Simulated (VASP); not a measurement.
# Sc (P6_3/mmc) in VASP: notebook

The runs below take Sc through single point, relaxation of cell and atoms, with r2SCAN.

Everything below comes from runs of VASP 6.6.1. Logs are shortened: lines on timing, memory, paths and dates and some standing lists are left out, and cuts for length are marked.

## Step 1: The cell of the first run

The structure is hexagonal, space group P6_3/mmc (No. 194). Conventional cell: a = 3.329 Å, b = 3.329 Å, c = 5.176 Å, α = 90.00°, β = 90.00°, γ = 120.00°. Sc (site symmetry -6m2) has 12 Sc at 3.22 to 3.33 Å within 4.2 Å.

## Step 2: Single point, r2SCAN

POSCAR reads:

```
Sc
1.0
    3.3287840447      0.0000000000      0.0000000000
   -1.6643920223      2.8828115464      0.0000000000
    0.0000000000      0.0000000000      5.1763919214
Sc
2
Direct
    0.3333333333      0.6666666667      0.2500000000
    0.6666666667      0.3333333333      0.7500000000
```

INCAR.step1 reads:

```
  ALGO = Normal
  EDIFF = 1E-4
  ENCUT = 520
  GGA = PE
  ISMEAR = 0
  LASPH = T
  LCHARG = F
  LREAL = F
  LWAVE = T
  NBANDS = 18
  NELM = 60
  PREC = Accurate
  SIGMA = 0.1
```

INCAR.step2 reads:

```
  ALGO = Normal
  EDIFF = 1E-6
  ENCUT = 520
  ISIF = 2
  ISMEAR = 0
  ISTART = 1
  LASPH = T
  LCHARG = F
  LMIXTAU = T
  LREAL = F
  LWAVE = F
  METAGGA = R2SCAN
  NBANDS = 18
  NELM = 60
  PREC = Accurate
  SIGMA = 0.1
```

KPOINTS reads:

```
k-points
0
Gamma
  8 8 4
```

Potentials or basis: VASP PAW PBE potentials, release 64 (Sc_sv).

On the command line:

```console
$ cat potpaw_PBE.64/Sc_sv/POTCAR > POTCAR
$ cp INCAR.step1 INCAR
$ mpirun -np 1 vasp_std > vasp.out
$ cp INCAR.step2 INCAR
$ mpirun -np 1 vasp_std > vasp.out
```

OUTCAR:

```text
EDIFF = 1E-6
   ENCUT = 520
   ISIF = 2
   ISMEAR = 0
   ISTART = 1
   LASPH = T
   LREAL = F
   METAGGA = R2SCAN
   NELM = 60
   PREC = Accurate

 ion  position               nearest neighbor table
   1  0.333  0.667  0.250-   2 3.22   2 3.22   2 3.22   2 3.22   2 3.22   2 3.22
   2  0.667  0.333  0.750-   1 3.22   1 3.22   1 3.22   1 3.22   1 3.22   1 3.22

  LATTYP: Found a hexagonal cell.
 ALAT       =     3.3287840447
 C/A-ratio  =     1.5550398740

  Lattice vectors:

 A1 = (   3.3287840447,   0.0000000000,   0.0000000000)
 A2 = (  -1.6643920223,   2.8828115464,   0.0000000000)
 A3 = (   0.0000000000,   0.0000000000,   5.1763919214)

Analysis of symmetry for initial positions (statically):
=====================================================================
 Subroutine PRICEL returns:
 Original cell was already a primitive cell.

 Routine SETGRP: Setting up the symmetry group for a
 hexagonal supercell.

 Subroutine GETGRP returns: Found 24 space group operations
 (whereof 12 operations were pure point group operations)
 out of a pool of 24 trial point group operations.

The static configuration has the point symmetry D_3d.
 The point group associated with its full space group is D_6h.

Analysis of symmetry for dynamics (positions and initial velocities):
=====================================================================
 Subroutine PRICEL returns:
 Original cell was already a primitive cell.

 Routine SETGRP: Setting up the symmetry group for a
 hexagonal supercell.

 Subroutine GETGRP returns: Found 24 space group operations
 (whereof 12 operations were pure point group operations)
 out of a pool of 24 trial point group operations.

The dynamic configuration has the point symmetry D_3d.
 The point group associated with its full space group is D_6h.

 Subroutine INISYM returns: Found 24 space group operations
 (whereof 12 operations are pure point group operations),
 and found     1 'primitive' translations

----------------------------------------------------------------------------------------

                                     Primitive cell

  volume of cell :      49.6740

  direct lattice vectors                    reciprocal lattice vectors
     3.328784045  0.000000000  0.000000000     0.300409996  0.173441792  0.000000000
    -1.664392022  2.882811546  0.000000000     0.000000000  0.346883584  0.000000000
     0.000000000  0.000000000  5.176391921     0.000000000  0.000000000  0.193184754

  length of vectors
     3.328784045  3.328784045  5.176391921     0.346883584  0.346883584  0.193184754

  position of ions in fractional coordinates (direct lattice)
     0.333333333  0.666666667  0.250000000
     0.666666667  0.333333333  0.750000000

  ion indices of the primitive-cell ions
   primitive index   ion index
                 1           1
                 2           2

----------------------------------------------------------------------------------------

 KPOINTS: k-points

Automatic generation of k-mesh.
 Grid dimensions read from file:
 generate k-points for:    8    8    4

 Generating k-lattice:

  Cartesian coordinates                     Fractional coordinates (reciprocal lattice)
     0.037551249  0.021680224  0.000000000     0.125000000  0.000000000  0.000000000
     0.000000000  0.043360448  0.000000000     0.000000000  0.125000000  0.000000000
     0.000000000  0.000000000  0.048296189     0.000000000  0.000000000  0.250000000

  Length of vectors
     0.043360448  0.043360448  0.048296189

  Shift w.r.t. Gamma in fractional coordinates (k-lattice)
     0.000000000  0.000000000  0.000000000

 Subroutine IBZKPT returns following result:
 ===========================================

 Found     30 irreducible k-points:

 Following reciprocal coordinates:
            Coordinates               Weight
  0.000000  0.000000  0.000000      1.000000
  0.125000 -0.000000  0.000000      6.000000
  0.250000 -0.000000  0.000000      6.000000
  0.375000 -0.000000  0.000000      6.000000
  0.500000 -0.000000  0.000000      3.000000
  0.125000  0.125000  0.000000      6.000000
[... 16 lines left out ...]
  0.250000 -0.000000  0.500000      6.000000
  0.375000 -0.000000  0.500000      6.000000
 [... further k-points ...]
   k-points           NKPTS =     30   k-points in BZ     NKDIM =     30   number of bands    NBANDS=     18
   number of dos      NEDOS =    301   number of ions     NIONS =      2
   total plane-waves  NPLWV =  31360
   dimension x,y,z NGX =    28 NGY =   28 NGZ =   40
   dimension x,y,z NGXF=    56 NGYF=   56 NGZF=   80
   ions per type =               2
   NGX,Y,Z   is equivalent  to a cutoff of  13.98, 13.98, 12.85 a.u.
   NGXF,Y,Z  is equivalent  to a cutoff of  27.97, 27.97, 25.69 a.u.
 SYSTEM =  unknown system
   PREC   = accura    normal or accurate (medium, high low for compatibility)
   ISTART =      1    job   : 0-new  1-cont  2-samecut
   ICHARG =      0    charge: 1-file 2-atom 10-const
   ISPIN  =      1    spin polarized calculation?
   LNONCOLLINEAR =      F non collinear calculations
   LSORBIT =      F    spin-orbit coupling
   LASPH  =      T    aspherical Exc in radial PAW
   ENCUT  =  520.0 eV  38.22 Ry    6.18 a.u.   6.19  6.19  9.62*2*pi/ulx,y,z
   NELM   =     60;   NELMIN=  2; NELMDL=  0     # of ELM steps
   EDIFF  = 0.1E-05   stopping-criterion for ELM
   LREAL  =      F    real-space projection
   EDIFFG = 0.1E-04   stopping-criterion for IOM
   NSW    =      0    number of steps for IOM
   IBRION =     -1    ionic relax: 0-MD 1-quasi-New 2-CG
   NFREE  =      0    steps in history (QN), initial steepest desc. (CG)
   ISIF   =      2    stress and relaxation
   ISYM   =      2    0-nonsym 1-usesym 2-fastsym
   POTIM  = 0.5000    time-step for ionic-motion
   TEBEG  =    0.0;   TEEND  =   0.0 temperature during run
   PSTRESS=    0.0 pullay stress
   NELECT =      22.0000    total number of electrons
   NUPDOWN=      -1.0000    fix difference up-down
   EMIN   =  10.00;   EMAX   =-10.00  energy-range for DOS
   EFERMI =   0.00;   METHOD = LEGACY
   ISMEAR =     0;   SIGMA  =   0.10  broadening in eV -4-tet -1-fermi 0-gaus
   EFERMI_NEDOS =   21; number of points for ismear=-14 and -15
   IALGO  =     38    algorithm
   IMIX   =      4    mixing-type and parameters
     AMIX     =   0.40;   BMIX     =  1.00
     AMIX_MAG =   1.60;   BMIX_MAG =  1.00
  volume/ion in A,a.u.               =      24.84       167.61
  Fermi-wavevector in a.u.,A,eV,Ry     =   1.247880  2.358151 21.187043  1.557204
  Thomas-Fermi vector in A             =   2.381992
   LORBIT       =      0    0 simple, 1 ext, 2 COOP (PROOUT), +10 PAW based schemes
   METAGGA = R2SCAN    functional components
   LHFCALC =     F    Hartree Fock is set to
   AEXX    =    0.0000 exact exchange contribution
   IVDW    =     0    specifies the selected vdW correction
   LEPSILON=     F    determine dielectric tensor
   LRPA    =     F    only Hartree local field effects (RPA)
 non-spin polarized calculation
 Gauss-broadening in eV      SIGMA  =   0.10
  energy-cutoff  :      520.00
  volume of cell :       49.67
 maximum number of plane-waves:      1352
 NGX is ok and might be reduce to    28
   NGX = 13   NGY = 13   NGZ = 19

 number of electron      21.9999996 magnetization

 Free energy of the ion-electron system (eV)
  ---------------------------------------------------
  ext. energy  EPLUGINS =         0.00000000
  ---------------------------------------------------
  free energy    TOTEN  =       -22.72925529 eV

  energy without entropy =      -22.71469529  energy(sigma->0) =      -22.72197529

 E-fermi :   3.6827     XC(G=0): -10.5699

 val. band max:        3.6352663794   @ k =   0.2500  -0.0000   0.2500
 cond. band min:       3.7154442924   @ k =   0.2500   0.1250   0.0000
 fundamental gap:      0.0801779130
 Fermi energy:         3.6826755826

 k-point     1 :       0.0000    0.0000    0.0000
  band No.  band energies     occupation
      1     -47.8551      2.00000
      2     -47.7828      2.00000
      3     -25.7141      2.00000
      4     -25.3675      2.00000
      5     -25.3675      2.00000
      6     -25.3006      2.00000
[... 10 lines left out ...]
     17       6.2494      0.00000
     18       6.2494      0.00000

 k-point     2 :       0.1250   -0.0000    0.0000
  band No.  band energies     occupation
      1     -47.8479      2.00000
      2     -47.7806      2.00000
      3     -25.6935      2.00000
      4     -25.4057      2.00000
      5     -25.3808      2.00000
      6     -25.3405      2.00000
[... 10 lines left out ...]
     17       6.0972      0.00000
     18       6.1746      0.00000

 k-point     3 :       0.2500   -0.0000    0.0000
  band No.  band energies     occupation
      1     -47.8296      2.00000
      2     -47.7759      2.00000
      3     -25.6384      2.00000
      4     -25.4994      2.00000
      5     -25.4330      2.00000
      6     -25.4109      2.00000
[... 10 lines left out ...]
     17       6.6271      0.00000
     18       6.7622      0.00000

 k-point     4 :       0.3750   -0.0000    0.0000
  band No.  band energies     occupation
      1     -47.8089      2.00000
      2     -47.7737      2.00000
      3     -25.5948      2.00000
      4     -25.5680      2.00000
      5     -25.5210      2.00000
      6     -25.4396      2.00000
[... 10 lines left out ...]
     17       7.4133      0.00000
     18       7.4743      0.00000

 k-point     5 :       0.5000   -0.0000    0.0000
  band No.  band energies     occupation
      1     -47.7983      2.00000
      2     -47.7747      2.00000
      3     -25.6346      2.00000
      4     -25.5563      2.00000
      5     -25.5267      2.00000
      6     -25.4512      2.00000
[... 10 lines left out ...]
     17       7.9091      0.00000
     18       8.0194      0.00000

 k-point     6 :       0.1250    0.1250    0.0000
  band No.  band energies     occupation
      1     -47.8352      2.00000
      2     -47.7771      2.00000
      3     -25.6556      2.00000
      4     -25.4585      2.00000
      5     -25.4363      2.00000
      6     -25.3774      2.00000
[... 10 lines left out ...]
     17       6.3196      0.00000
     18       6.6869      0.00000

 k-point     7 :       0.2500    0.1250    0.0000
  band No.  band energies     occupation
      1     -47.8154      2.00000
      2     -47.7739      2.00000
      3     -25.5915      2.00000
      4     -25.5459      2.00000
      5     -25.5040      2.00000
      6     -25.4261      2.00000
[... 10 lines left out ...]
     17       7.0667      0.00000
     18       7.4478      0.00000

 k-point     8 :       0.3750    0.1250    0.0000
  band No.  band energies     occupation
      1     -47.7984      2.00000
      2     -47.7746      2.00000
      3     -25.6136      2.00000
      4     -25.5409      2.00000
      5     -25.5274      2.00000
      6     -25.4655      2.00000
[... 10 lines left out ...]
     17       7.6858      0.00000
     18       7.9356      0.00000
[... 229 lines left out ...]
     17       7.3693      0.00000
     18       7.8984      0.00000

 k-point    20 :       0.3750    0.2500    0.2500
  band No.  band energies     occupation
      1     -47.7866      2.00000
      2     -47.7797      2.00000
      3     -25.6165      2.00000
      4     -25.5827      2.00000
      5     -25.5388      2.00000
      6     -25.4472      2.00000
[... 10 lines left out ...]
     17       7.4814      0.00000
     18       7.7484      0.00000

 k-point    21 :       0.0000    0.0000    0.5000
  band No.  band energies     occupation
      1     -47.8191      2.00000
      2     -47.8191      2.00000
      3     -25.4964      2.00000
      4     -25.4964      2.00000
      5     -25.3342      2.00000
      6     -25.3342      2.00000
[... 10 lines left out ...]
     17       7.3262      0.00000
     18       7.3262      0.00000

 k-point    22 :       0.1250   -0.0000    0.5000
  band No.  band energies     occupation
      1     -47.8143      2.00000
      2     -47.8143      2.00000
      3     -25.5099      2.00000
      4     -25.5099      2.00000
      5     -25.3535      2.00000
      6     -25.3535      2.00000
[... 10 lines left out ...]
     17       7.2957      0.00000
     18       7.2969      0.00000

 k-point    23 :       0.2500   -0.0000    0.5000
  band No.  band energies     occupation
      1     -47.8028      2.00000
      2     -47.8028      2.00000
      3     -25.5645      2.00000
      4     -25.5645      2.00000
      5     -25.3768      2.00000
      6     -25.3768      2.00000
[... 10 lines left out ...]
     17       7.3100      0.00000
     18       7.3100      0.00000

 k-point    24 :       0.3750   -0.0000    0.5000
  band No.  band energies     occupation
      1     -47.7913      2.00000
      2     -47.7913      2.00000
      3     -25.6384      2.00000
      4     -25.6384      2.00000
      5     -25.3865      2.00000
      6     -25.3865      2.00000
[... 10 lines left out ...]
     17       7.5917      0.00000
     18       7.5923      0.00000

 [... further k-points ...]

------------------------ aborting loop because EDIFF is reached ----------------------------------------

  FORCE on cell =-STRESS in cart. coord.  units (eV):
  Direction    XX          YY          ZZ          XY          YZ          ZX
  --------------------------------------------------------------------------------------
  -------------------------------------------------------------------------------------
  Total        0.0594641      0.0594641      0.0623742      0.0000000      0.0000000     -0.0000000
  in kB        1.9179450      1.9179450      2.0118089      0.0000000      0.0000000     -0.0000000
  external PRESSURE =       1.9492330 kB  Pullay stress =       0.0000000 kB

 VOLUME and BASIS-vectors are now :
 -----------------------------------------------------------------------------
  energy-cutoff  :      520.00
  volume of cell :       49.67
      direct lattice vectors                 reciprocal lattice vectors
     3.328784045  0.000000000  0.000000000     0.300409996  0.173441792  0.000000000
    -1.664392022  2.882811546  0.000000000     0.000000000  0.346883584  0.000000000
     0.000000000  0.000000000  5.176391921     0.000000000  0.000000000  0.193184754

 POSITION                                       TOTAL-FORCE (eV/Angst)
 -----------------------------------------------------------------------------------
     -0.00000      1.92187      1.29410         0.000000      0.000000     -0.000000
      1.66439      0.96094      3.88229        -0.000000      0.000000      0.000000
 -----------------------------------------------------------------------------------
    total drift:                               -0.000000      0.000000     -0.000000

  FREE ENERGIE OF THE ION-ELECTRON SYSTEM (eV)
  ---------------------------------------------------
  free  energy   TOTEN  =       -22.7292552906 eV

  energy  without entropy=      -22.7146952938  energy(sigma->0) =      -22.72197529
```

Run time: 84 s. Hardware: 1 thread of Intel Xeon 6975P-C, shared host; peak memory 0.18 GiB.

What came out:

| Property | Result |
| --- | --- |
| Free energy | -22.7293 eV |
| Pressure | 0.2 GPa |
| Band gap on the k mesh | zero (band 11 reaches 4.78 eV, above the bottom of band 12 at 3.21 eV) |

Levels at points of the mesh, in eV from the Fermi level:
| k point | band 8 | band 9 | band 10 | band 11 | band 12 | band 13 |
| --- | --- | --- | --- | --- | --- | --- |
| (0.00, 0.00, 0.00) | -28.95 | -5.49 | -1.69 | 0.46 | 1.79 | 1.79 |
| (0.50, 0.00, 0.00) | -29.02 | -1.72 | -1.14 | -0.66 | -0.43 | 1.42 |
| (0.00, 0.00, 0.50) | -29.02 | -3.87 | -3.87 | 1.10 | 1.10 | 1.70 |
| (0.50, 0.00, 0.50) | -29.06 | -1.52 | -1.52 | 0.04 | 0.04 | 1.31 |

Caveat: the PAW data sets were made with another functional, which shifts forces and pressure a little.

(Part 1 of 2 ends here.)
